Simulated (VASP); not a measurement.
Zn, 2 atoms in the cell. Symmetry: P6_3/mmc, No. 194, hexagonal system. Conventional cell: a = 2.670 Å, b = 2.670 Å, c = 4.966 Å, α = 90.00°, β = 90.00°, γ = 120.00°. Within 3.5 Å of Zn (site symmetry -6m2) lie 12 Zn at 2.67 to 2.92 Å. 

* Program: VASP 6.6.1
* Task: single point
* Functional: PBE
* Potentials or basis: VASP PAW PBE potentials, release 64 (Zn)
* Cutoff: 520 eV
* k mesh: 11 × 11 × 6
* Occupations: fermi-dirac, width 0.05 eV
* Spin: no spin polarisation
* Dipole correction: no
* Further INCAR settings: ALGO = Normal; EDIFF = 1e-06; NBANDS = 19

Potentials or basis: VASP PAW PBE potentials, release 64 (Zn).

Run with:

```console
$ cat potpaw_PBE.64/Zn/POTCAR > POTCAR
$ mpirun -np 1 vasp_std > vasp.out
```

Hardware: 1 thread of Intel(R) Xeon(R) Platinum 8488C (Sapphire Rapids), on a shared host.

Question: Estimate the wall time of this run.

Answer: It took 19 s on 1 thread of Intel(R) Xeon(R) Platinum 8488C (Sapphire Rapids) (shared host), peak memory 0.16 GiB. Counts: scf iterations 11, k points 64.
